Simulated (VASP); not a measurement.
Wanted: the native input for a VASP 6.6.1 run.

* Task: single point
* Functional: PBEsol
* Potentials or basis: VASP PAW PBE potentials, release 64 (Ti_sv, Se)
* Cutoff: 520 eV
* k mesh: 7 × 7 × 4
* Occupations: methfessel-paxton, width 0.1 eV
* Spin: no spin polarisation
* Dipole correction: no
* Further INCAR settings: ALGO = Normal; EDIFF = 1e-06; NBANDS = 26

The structure of TiSe lies in POSCAR:

```
TiSe
1.0
    3.5590000000      0.0000000000      0.0000000000
   -1.7795000000      3.0821840000      0.0000000000
    0.0000000000      0.0000000000      6.2200000000
Ti Se
2 2
Direct
    0.0000000000      0.0000000000      0.0000000000
    0.0000000000      0.0000000000      0.5000000000
    0.3333333333      0.6666666667      0.2500000000
    0.6666666667      0.3333333333      0.7500000000
```

One way to write it, as run:

INCAR

```
PREC = Accurate
ENCUT = 520
EDIFF = 1E-6
ISMEAR = 1
SIGMA = 0.1
LREAL = F
LASPH = T
NELM = 100
ALGO = Normal
ISIF = 2
LWAVE = F
LCHARG = F
GGA = PS
NBANDS = 26
```

KPOINTS

```
regular mesh
0
Gamma
  7 7 4
```

Potentials or basis: VASP PAW PBE potentials, release 64 (Ti_sv, Se).

Run with:

```sh
$ cat potpaw_PBE.64/Ti_sv/POTCAR potpaw_PBE.64/Se/POTCAR > POTCAR
$ mpirun -np 1 vasp_std > vasp.out
```

It gave:

The pressure is -0.5 GPa and the band gap on the k mesh is zero (band 18 reaches 8.90 eV, above the bottom of band 19 at 8.24 eV).

Caveat: the PAW data sets were made with another functional, which shifts forces and pressure a little.

Wall time 48 s on 1 thread of Intel(R) Xeon(R) Platinum 8488C (Sapphire Rapids) (shared host), peak memory 0.2 GiB.
